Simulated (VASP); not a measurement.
A run of VASP 6.6.1 is set up as follows.

Contents of INCAR:

```
  ALGO = Normal
  EDIFF = 1E-6
  ENCUT = 520
  GGA = PE
  ISIF = 2
  ISMEAR = -1
  ISYM = 0
  IVDW = 12
  LASPH = True
  LCHARG = True
  LELF = True
  LREAL = Auto
  LVHAR = True
  LWAVE = False
  NBANDS = 70
  NELM = 100
  PREC = Accurate
  SIGMA = 0.1362
```

KPOINTS

```
Automatic mesh
0
Gamma
  1 1 1
  0.25 0.25 0.25
```

Contents of POSCAR:

```
Hf2Se3S3
1.0
    7.3673110000     -0.0439010000     -0.0180960000
   -0.0439010000      7.5102110000     -0.0415870000
   -0.0180960000     -0.0415870000      7.3739650000
Hf Se S
4 6 6
Direct
    0.1032643167      0.6100804522     -0.0257408210
    0.5029812990      0.7700053815      0.5766827159
    0.4478058428      0.8595248021      0.0355279083
    0.8294097313      0.1733116095      0.1536739744
    0.6578508038      0.1510660911      0.8628155753
    0.2460027729      0.3004588349      0.1287296384
    0.6423080148      0.9026679394      0.3134326590
    0.7536419859      0.6625249588      0.7895880074
    0.5578941684      0.4536974183      0.4656317961
    0.9522007478      0.1922138236      0.5302091373
    0.1727452090      0.7531562420      0.3117465985
    0.2179163829      0.8532194185      0.7460532089
    0.3976755657      0.5342872991      0.9998796771
    0.3127272771      0.3029639108      0.5778453618
    0.8336311271      0.4870130457      0.1200493629
    0.1251467729      0.9645058198      0.1399992486
```

Potentials or basis: VASP PAW PBE potentials, release 64 (Hf_pv, Se, S).

Run with:

```bash
$ cat potpaw_PBE.64/Hf_pv/POTCAR potpaw_PBE.64/Se/POTCAR potpaw_PBE.64/S/POTCAR > POTCAR
$ mpirun -np 1 vasp_std > vasp.out
```

Q: Predict the largest force.

A: 3.306 eV/Å.

Q: What does it give for the band gap on the k mesh?

A: 0.41 eV.

Q: Estimate the dispersion energy per atom.

A: -0.313 eV.

Stress tensor (GPa, compression positive):
```
-2.02  0.12  0.12
 0.12 -1.32 -0.36
 0.12 -0.36 -0.19
```

Caveat: the k points lie up to 0.85 Å⁻¹ apart; spin-orbit coupling is left out, which moves the levels of the heavy elements.
